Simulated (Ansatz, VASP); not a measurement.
# One calculation of AsAu, two programs

Contents of INCAR:

```
SYSTEM = AsAu
PREC = Accurate
ENCUT = 520
EDIFF = 1E-8
ISMEAR = -1
SIGMA = 0.08
LREAL = .FALSE.
LASPH = .TRUE.
NELM = 100
ALGO = Normal
ISIF = 2
LWAVE = .FALSE.
LCHARG = .FALSE.
GGA = PE
LEFG = .TRUE.
NBANDS = 15
```

KPOINTS

```
regular mesh
0
G
  11 11 11
  0 0 0
```

Contents of POSCAR:

```
AsAu
1.0
    0.0000000000      2.9202842869      2.9202842869
    2.9202842869      0.0000000000      2.9202842869
    2.9202842869      2.9202842869      0.0000000000
Au As
1 1
Direct
    0.0000000000      0.0000000000      0.0000000000
    0.2500000000      0.2500000000      0.2500000000
```

Input for Ansatz:

```yaml
crystal:
  lattice:
    - [0.0, 2.9202842869, 2.9202842869]
    - [2.9202842869, 0.0, 2.9202842869]
    - [2.9202842869, 2.9202842869, 0.0]
  atoms:
    - { symbol: Au, position: [0.0, 0.0, 0.0] }
    - { symbol: As, position: [0.25, 0.25, 0.25] }
kpoints:
  mp_grid: { grid: [11, 11, 11] }
  band_path:
    path:
      - [0.0, 0.0, 0.0]
      - [-0.5, -0.5, 0.0]
      - [-0.375, -0.375, 0.25]
      - [-0.375, 0.0, 0.375]
      - [0.0, 0.0, 0.0]
      - [0.0, 0.0, 0.5]
      - [-0.5, -0.25, 0.25]
      - [-0.5, -0.5, 0.0]
    npoints: 8
scf:
  occupations: { method: fermi_dirac, width: 0.08 }
hamiltonian:
  xc: pbe
  pseudopotentials: { kind: paw }
output:
  forces: true
  stress: true
  eigenvalues: true
  efg: { contact_densities: true }
  populations: true
  bader: true
  dos: { projected: true, de: 0.2, e_range: [-14, 8] }
```

Alike in both runs: task electric field gradients; functional PBE; k mesh 11 × 11 × 11; occupations fermi-dirac, width 0.08 eV; no spin polarisation.

```csv
,VASP,Ansatz
version,VASP 6.6.1,Ansatz 0.2.0
potentials or method,"VASP PAW PBE potentials, release 64 (Au, As)","PAW with Ansatz's default frozen-core files, scalar-relativistic"
plane-wave cutoff (eV),520,420
valence electrons in the cell,16,34
```

|  | VASP | Ansatz | Ansatz less VASP |
| --- | --- | --- | --- |
| pressure (GPa) | -0.1 | 0.0 | +0.04 |

The functional is the same, so the differences come from potentials, cutoffs and numerics. VASP's potentials hold 16 valence electrons a cell and Ansatz's 34, so a difference there can come from the potentials and not from the codes.

Spin-orbit coupling is off throughout.
